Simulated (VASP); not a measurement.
The system is As.

```xyz
2
Lattice="1.8797 1.0853 3.4858 -1.8797 1.0853 3.4858 0.0000 -2.1705 3.4858" Properties=species:S:1:pos:R:3 pbc="T T T"
As    0.0000    0.0000    2.3795
As    0.0000    0.0000    8.0779
```

Base run:

```yaml
Program: VASP 6.6.1
Functional: PBE
Potentials_or_basis: VASP PAW PBE potentials, release 64 (As)
Cutoff: 520 eV
k_mesh: 10 × 10 × 10
Occupations: fermi-dirac, width 0.05 eV
Spin: no spin polarisation
```

Its results: band gap on the k mesh zero (band 5 reaches 5.68 eV, above the bottom of band 6 at 5.25 eV); pressure 3.8 GPa; largest force 0.285 eV/Å.

Question: The run is repeated on the same cell with these changes: k mesh from 10 × 10 × 10 to 4 × 4 × 4. What comes out?

Answer: Band gap on the k mesh 0.08 eV, direct; pressure 3.9 GPa; largest force 0.081 eV/Å.

Caveats: some runs use coarse meshes.

A k mesh can miss the band edges.
